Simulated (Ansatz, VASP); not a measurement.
Two plane-wave programs on AlN

```xyz
12
Lattice="2.1849 -2.1849 0.0000 2.1849 0.0000 -2.1849 12.7454 6.7367 6.7367" Properties=species:S:1:pos:R:3 pbc="T T T"
Al    5.6440    1.2742    3.4591
Al    3.4591    1.2742    1.2742
Al    7.8289    3.4591    3.4591
Al   12.1987    5.6440    5.6440
Al    7.8289    5.6440    5.6440
Al    3.4591   -0.9107   -0.9107
N     6.7365    2.3667    2.3667
N     6.7365    0.1818    0.1818
N     6.7365    4.5516    4.5516
N    11.1063    6.7365    6.7365
N     6.7365    6.7365    6.7365
N     2.3667    0.1818    0.1818
```

Alike in both runs: task single point; functional r2SCAN; k mesh 8 × 8 × 2; occupations gaussian, width 0.05 eV; no spin polarisation.

|  | VASP | Ansatz |
| --- | --- | --- |
| version | VASP 6.6.1 | Ansatz 0.2.0 |
| potentials or method | VASP PAW PBE potentials, release 64 (Al, N), cutoff 520 eV | scalar-relativistic, plane waves, PAW |
| valence electrons in the cell | 48 | 48 |

```csv
,VASP,Ansatz,Ansatz less VASP
gap on the k mesh at the Fermi level (eV),3.76,3.77,+0.008
least direct gap on the mesh (eV),4.18,4.19,+0.010
pressure (GPa),-0.7,-0.4,+0.39
"traceless stress, the component that is largest in VASP (GPa)",-2.04,-2.02,+0.019
rms of the force components (eV/Å),0.197,0.197,+0.0001
```

VASP's potentials were made for PBE, not for r2SCAN. Atom by atom the forces differ by 0.002 eV/Å (rms over components).
